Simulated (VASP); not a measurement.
# Al (a cell with a defect) in VASP: single point with PBE

Aim: the single point of Al (a cell with a defect) with PBE.

Program: VASP 6.6.1. These are calculated values, not measurements. Logs are shortened: lines on timing, memory, paths and dates and some standing lists are left out, and cuts for length are marked.

### Step 1. The cell of the first run

The cell holds a defect, 31 atoms: a = 8.100 Å, b = 8.100 Å, c = 8.100 Å, α = 90.00°, β = 90.00°, γ = 90.00°.

### Step 2. Single point, PBE

The input, INCAR:

```
SYSTEM = Al
PREC = Accurate ; ENCUT = 520
EDIFF = 1E-6 ; ISMEAR = 0
SIGMA = 0.15 ; LREAL = Auto
LASPH = .True. ; NELM = 60
ALGO = Normal ; ISIF = 2
LWAVE = .False. ; LCHARG = .True.
GGA = PE ; LELF = .True.
LVHAR = .True. ; NBANDS = 68
```

The input, KPOINTS:

```
regular mesh
0
Gamma
  3 3 3
  0 0 0
```

The input, POSCAR:

```
Al
1.0
    8.1000000000      0.0000000000      0.0000000000
    0.0000000000      8.1000000000      0.0000000000
    0.0000000000      0.0000000000      8.1000000000
Al
31
Direct
    0.7438309877      0.2457144444     -0.0002983951
    0.7466393827     -0.0014255556      0.2453829630
    0.0068313580      0.0039270370     -0.0002961728
    0.3753095062      0.1248290123     -0.0002930864
    0.4962262963      0.4933269136     -0.0002924691
    0.7489506173      0.7512120988     -0.0002954321
    0.2438877778     -0.0066298765      0.2678687654
    0.5067718519      0.2562681481      0.2678633333
    0.7515650617      0.5010539506      0.2502435802
    0.5026088889     -0.0024574074      0.4997054321
    0.7590256790      0.2508667901      0.4997008642
    0.7466366667     -0.0014319753      0.7540211111
    0.0017112346      0.4984401235     -0.0002933333
    0.2544385185      0.7563113580     -0.0002908642
    0.0040290123      0.2510729630      0.2453814815
    0.2490803704      0.4961282716      0.2453896296
    0.5015909877      0.7535156790      0.2453854321
   -0.0083737037     -0.0012190123      0.4997029630
    0.2480492593      0.2520927160      0.4997059259
    0.5013711111      0.5085193827      0.4997082716
    0.7503013580      0.7498503704      0.4997040741
    0.2438795062     -0.0066233333      0.7315451852
    0.5067725926      0.2562635802      0.7315466667
    0.7515582716      0.5010574074      0.7491664198
   -0.0009000000      0.7485900000      0.2502474074
    0.0003593827      0.4997918519      0.4997064198
    0.2492917284      0.7411171605      0.4997116049
    0.0040154321      0.2510743210      0.7540243210
    0.2490769136      0.4961182716      0.7540314815
    0.5015809877      0.7535169136      0.7540288889
   -0.0009008642      0.7485871605      0.7491643210
```

Potentials or basis: VASP PAW PBE potentials, release 64 (Al).

Command:

```
> cat potpaw_PBE.64/Al/POTCAR > POTCAR
> mpirun -np 1 vasp_std > vasp.out
```

OUTCAR:

```text
SYSTEM = Al
   PREC = Accurate
   ENCUT = 520
   EDIFF = 1E-6
   ISMEAR = 0
   LREAL = Auto
   LASPH = .True.
   NELM = 60
   ISIF = 2
   GGA = PE

 ion  position               nearest neighbor table
   1  0.744  0.246  1.000-   2 2.82  12 2.82   5 2.84   3 2.89  24 2.90   9 2.90  28 2.90  15 2.90
                            23 2.90   8 2.90  13 2.92   4 3.14
   2  0.747  0.999  0.245-  17 2.81   1 2.82   6 2.82  10 2.85   8 2.86  18 2.86  25 2.88  21 2.88
                             3 2.90  11 2.90  15 2.92
   3  0.007  0.004  1.000-  15 2.82  28 2.82  14 2.84   1 2.89  31 2.90  25 2.90   2 2.90  12 2.90
                            22 2.90   7 2.90   6 2.92   4 3.14
   4  0.375  0.125  1.000-   7 2.64  22 2.64   8 2.64  23 2.64   3 3.14   5 3.14  14 3.14   1 3.14
[... 41 lines left out ...]
  25  0.999  0.749  0.250-   7 2.81   9 2.84  21 2.85  26 2.85  18 2.86  27 2.86  13 2.87   6 2.87
                            16 2.88   2 2.88  14 2.90   3 2.90
  26  0.000  0.500  0.500-  27 2.81  11 2.81  19 2.84  31 2.85  25 2.85   9 2.85  24 2.85  21 2.86
                            28 2.88  16 2.88  29 2.88  15 2.88
  27  0.249  0.741  0.500-  22 2.78   7 2.78  20 2.78  26 2.81  16 2.86  29 2.86  31 2.86  25 2.86
                            30 2.90  17 2.90  10 2.92  18 2.95
  28  0.004  0.251  0.754-  29 2.81   3 2.82  13 2.82  19 2.85  22 2.86  11 2.86  24 2.88  26 2.88
                             1 2.90  18 2.90  12 2.92
  29  0.249  0.496  0.754-  28 2.81   5 2.82  13 2.82  19 2.85  23 2.86  27 2.86  31 2.88  26 2.88
                            14 2.90  20 2.90  30 2.92
  30  0.502  0.754  0.754-  12 2.81  14 2.82   6 2.82  10 2.85  22 2.86  20 2.86  24 2.88  21 2.88
                             5 2.90  27 2.90  29 2.92
  31  0.999  0.749  0.749-  22 2.81  24 2.84  26 2.85  21 2.85  27 2.86  18 2.86   6 2.87  13 2.87
                            12 2.88  29 2.88   3 2.90  14 2.90

  LATTYP: Found a simple cubic cell.
 ALAT       =     8.1000000000

  Lattice vectors:

 A1 = (   8.1000000000,   0.0000000000,   0.0000000000)
 A2 = (   0.0000000000,   8.1000000000,   0.0000000000)
 A3 = (   0.0000000000,   0.0000000000,   8.1000000000)

Analysis of symmetry for initial positions (statically):
=====================================================================
 Subroutine PRICEL returns:
 Original cell was already a primitive cell.

 Routine SETGRP: Setting up the symmetry group for a
 simple cubic supercell.

 Subroutine GETGRP returns: Found  1 space group operations
 (whereof  1 operations were pure point group operations)
 out of a pool of 48 trial point group operations.

The static configuration has the point symmetry C_1 .

Analysis of symmetry for dynamics (positions and initial velocities):
=====================================================================
 Subroutine PRICEL returns:
 Original cell was already a primitive cell.

 Routine SETGRP: Setting up the symmetry group for a
 simple cubic supercell.

 Subroutine GETGRP returns: Found  1 space group operations
 (whereof  1 operations were pure point group operations)
 out of a pool of 48 trial point group operations.

The dynamic configuration has the point symmetry C_1 .

 Subroutine INISYM returns: Found  1 space group operations
 (whereof  1 operations are pure point group operations),
 and found     1 'primitive' translations

----------------------------------------------------------------------------------------

                                     Primitive cell

  volume of cell :     531.4410

  direct lattice vectors                    reciprocal lattice vectors
     8.100000000  0.000000000  0.000000000     0.123456790  0.000000000  0.000000000
     0.000000000  8.100000000  0.000000000     0.000000000  0.123456790  0.000000000
     0.000000000  0.000000000  8.100000000     0.000000000  0.000000000  0.123456790

  length of vectors
     8.100000000  8.100000000  8.100000000     0.123456790  0.123456790  0.123456790

  position of ions in fractional coordinates (direct lattice)
     0.743830988  0.245714444  0.999701605
     0.746639383  0.998574444  0.245382963
     0.006831358  0.003927037  0.999703827
     0.375309506  0.124829012  0.999706914
     0.496226296  0.493326914  0.999707531
     0.748950617  0.751212099  0.999704568
[... 23 lines left out ...]
     0.501580988  0.753516914  0.754028889
     0.999099136  0.748587161  0.749164321

  ion indices of the primitive-cell ions
   primitive index   ion index
                 1           1
                 2           2
                 3           3
                 4           4
                 5           5
                 6           6
[... 23 lines left out ...]
                30          30
                31          31

----------------------------------------------------------------------------------------

 KPOINTS: regular mesh

Automatic generation of k-mesh.
 Grid dimensions read from file:
 generate k-points for:    3    3    3

 Generating k-lattice:

  Cartesian coordinates                     Fractional coordinates (reciprocal lattice)
     0.041152263  0.000000000  0.000000000     0.333333333  0.000000000  0.000000000
     0.000000000  0.041152263  0.000000000     0.000000000  0.333333333  0.000000000
     0.000000000  0.000000000  0.041152263     0.000000000  0.000000000  0.333333333

  Length of vectors
     0.041152263  0.041152263  0.041152263

  Shift w.r.t. Gamma in fractional coordinates (k-lattice)
     0.000000000  0.000000000  0.000000000

 Subroutine IBZKPT returns following result:
 ===========================================

 Found     14 irreducible k-points:

 Following reciprocal coordinates:
            Coordinates               Weight
  0.000000  0.000000  0.000000      1.000000
  0.333333  0.000000  0.000000      2.000000
  0.000000  0.333333  0.000000      2.000000
  0.000000  0.000000  0.333333      2.000000
  0.333333  0.333333  0.000000      2.000000
  0.000000  0.333333  0.333333      2.000000
  0.333333  0.000000  0.333333      2.000000
 -0.333333  0.333333  0.000000      2.000000
 -0.333333  0.000000  0.333333      2.000000
  0.000000 -0.333333  0.333333      2.000000
  0.333333  0.333333  0.333333      2.000000
 -0.333333  0.333333  0.333333      2.000000
 -0.333333 -0.333333  0.333333      2.000000
  0.333333 -0.333333  0.333333      2.000000
   k-points           NKPTS =     14   k-points in BZ     NKDIM =     14   number of bands    NBANDS=     68
   number of dos      NEDOS =    301   number of ions     NIONS =     31
   total plane-waves  NPLWV = 216000
   dimension x,y,z NGX =    60 NGY =   60 NGZ =   60
   dimension x,y,z NGXF=   120 NGYF=  120 NGZF=  120
   ions per type =              31
   NGX,Y,Z   is equivalent  to a cutoff of  12.31, 12.31, 12.31 a.u.
   NGXF,Y,Z  is equivalent  to a cutoff of  24.63, 24.63, 24.63 a.u.
 SYSTEM =  Al
   PREC   = accura    normal or accurate (medium, high low for compatibility)
   ISTART =      0    job   : 0-new  1-cont  2-samecut
   ICHARG =      2    charge: 1-file 2-atom 10-const
   ISPIN  =      1    spin polarized calculation?
   LNONCOLLINEAR =      F non collinear calculations
   LSORBIT =      F    spin-orbit coupling
   LASPH  =      T    aspherical Exc in radial PAW
   ENCUT  =  520.0 eV  38.22 Ry    6.18 a.u.  15.06 15.06 15.06*2*pi/ulx,y,z
   NELM   =     60;   NELMIN=  2; NELMDL= -5     # of ELM steps
   EDIFF  = 0.1E-05   stopping-criterion for ELM
   LREAL  =      T    real-space projection
   EDIFFG = 0.1E-04   stopping-criterion for IOM
   NSW    =      0    number of steps for IOM
   IBRION =     -1    ionic relax: 0-MD 1-quasi-New 2-CG
   NFREE  =      0    steps in history (QN), initial steepest desc. (CG)
   ISIF   =      2    stress and relaxation
   ISYM   =      2    0-nonsym 1-usesym 2-fastsym
   POTIM  = 0.5000    time-step for ionic-motion
   TEBEG  =    0.0;   TEEND  =   0.0 temperature during run
   PSTRESS=    0.0 pullay stress
   NELECT =      93.0000    total number of electrons
   NUPDOWN=      -1.0000    fix difference up-down
   EMIN   =  10.00;   EMAX   =-10.00  energy-range for DOS
   EFERMI =   0.00;   METHOD = LEGACY
   ISMEAR =     0;   SIGMA  =   0.15  broadening in eV -4-tet -1-fermi 0-gaus
   EFERMI_NEDOS =   21; number of points for ismear=-14 and -15
   IALGO  =     38    algorithm
   IMIX   =      4    mixing-type and parameters
     AMIX     =   0.40;   BMIX     =  1.00
     AMIX_MAG =   1.60;   BMIX_MAG =  1.00
  volume/ion in A,a.u.               =      17.14       115.69
  Fermi-wavevector in a.u.,A,eV,Ry     =   0.915695  1.730412 11.408446  0.838497
  Thomas-Fermi vector in A             =   2.040466
   LORBIT       =      0    0 simple, 1 ext, 2 COOP (PROOUT), +10 PAW based schemes
   GGA     = PE    functional components
   LHFCALC =     F    Hartree Fock is set to
   AEXX    =    0.0000 exact exchange contribution
   IVDW    =     0    specifies the selected vdW correction
   LEPSILON=     F    determine dielectric tensor
   LRPA    =     F    only Hartree local field effects (RPA)
 non-spin polarized calculation
 Gauss-broadening in eV      SIGMA  =   0.15
  energy-cutoff  :      520.00
  volume of cell :      531.44
 maximum number of plane-waves:     14358
   NGX = 31   NGY = 31   NGZ = 31

 number of electron      93.0000000 magnetization

 Free energy of the ion-electron system (eV)
  ---------------------------------------------------
  ext. energy  EPLUGINS =         0.00000000
  ---------------------------------------------------
  free energy    TOTEN  =      -115.34137915 eV

  energy without entropy =     -115.20056776  energy(sigma->0) =     -115.27097345

 E-fermi :   7.4673     XC(G=0): -10.0339

 val. band max:        7.4637961216   @ k =  -0.3333  -0.3333   0.3333
 cond. band min:       7.4749063251   @ k =   0.0000   0.3333   0.0000
 fundamental gap:      0.0111102035
 Fermi energy:         7.4672610488

 k-point     1 :       0.0000    0.0000    0.0000
  band No.  band energies     occupation
      1      -3.3623      2.00000
      2      -1.2745      2.00000
      3      -1.2353      2.00000
      4      -1.1596      2.00000
      5      -1.1588      2.00000
      6      -0.9477      2.00000
[... 843 lines left out ...]
     57       9.2686      0.00000
     58       9.4909      0.00000
 [bands above 58 left out]

------------------------ aborting loop because EDIFF is reached ----------------------------------------

  FORCE on cell =-STRESS in cart. coord.  units (eV):
  Direction    XX          YY          ZZ          XY          YZ          ZX
  --------------------------------------------------------------------------------------
  -------------------------------------------------------------------------------------
  Total       -3.5696879     -3.5739709      0.2503979      0.4409102      0.0016429     -0.0037058
  in kB      -10.7618211    -10.7747335      0.7548943      1.3292470      0.0049530     -0.0111722
  external PRESSURE =      -6.9272201 kB  Pullay stress =       0.0000000 kB

 VOLUME and BASIS-vectors are now :
 -----------------------------------------------------------------------------
  energy-cutoff  :      520.00
  volume of cell :      531.44
      direct lattice vectors                 reciprocal lattice vectors
     8.100000000  0.000000000  0.000000000     0.123456790  0.000000000  0.000000000
     0.000000000  8.100000000  0.000000000     0.000000000  0.123456790  0.000000000
     0.000000000  0.000000000  8.100000000     0.000000000  0.000000000  0.123456790

 POSITION                                       TOTAL-FORCE (eV/Angst)
 -----------------------------------------------------------------------------------
      6.02503      1.99029      8.09758        -0.000607      0.001476      0.000775
      6.04778      8.08845      1.98760        -0.000234      0.001651     -0.001736
      0.05533      0.03181      8.09760         0.000326     -0.000955      0.000485
      3.04001      1.01111      8.09763        -0.000784      0.000279      0.001773
      4.01943      3.99595      8.09763         0.002403     -0.000822      0.000619
      6.06650      6.08482      8.09761        -0.003560      0.004222     -0.002032
[... 23 lines left out ...]
      4.06281      6.10349      6.10763        -0.001801      0.000019      0.002780
      8.09270      6.06356      6.06823        -0.003087     -0.004264     -0.007537
 -----------------------------------------------------------------------------------
    total drift:                               -0.002643      0.001513     -0.002495

  FREE ENERGIE OF THE ION-ELECTRON SYSTEM (eV)
  ---------------------------------------------------
  free  energy   TOTEN  =      -115.3413791485 eV

  energy  without entropy=     -115.2005677584  energy(sigma->0) =     -115.27097345
```

Run time: 14 min. Hardware: 1 thread of Oxide Virtual Turin-like, shared host; peak memory 0.59 GiB.

What came out:

* Free energy: -115.3414 eV
* Pressure: -0.7 GPa
* Largest force: 0.012 eV/Å

Forces on the atoms (eV/Å):
```
Al  -0.001  0.001  0.001
Al   0.000  0.002 -0.002
Al   0.000 -0.001  0.000
Al  -0.001  0.000  0.002
Al   0.002 -0.001  0.001
Al  -0.004  0.004 -0.002
Al   0.004  0.005  0.001
Al  -0.005 -0.004  0.001
Al   0.005  0.003  0.005
Al   0.008 -0.008  0.001
Al   0.008 -0.001  0.001
Al   0.000  0.001  0.003
Al   0.003 -0.003 -0.001
Al  -0.002  0.000  0.001
Al  -0.001 -0.001 -0.002
Al   0.000  0.000 -0.002
Al  -0.002  0.000 -0.001
Al  -0.007  0.000  0.001
Al  -0.007  0.008 -0.001
Al   0.000  0.008  0.001
Al   0.003 -0.002 -0.002
Al   0.006  0.006  0.000
Al  -0.004 -0.005 -0.001
Al   0.004  0.004 -0.007
Al  -0.004 -0.004  0.005
Al   0.001 -0.001 -0.002
Al   0.002 -0.008  0.001
Al  -0.002  0.000  0.002
Al  -0.001  0.001  0.002
Al  -0.002  0.000  0.003
Al  -0.003 -0.004 -0.008
```

Stress tensor (GPa, compression positive):
```
-1.08  0.13  0.00
 0.13 -1.08  0.00
 0.00  0.00  0.08
```
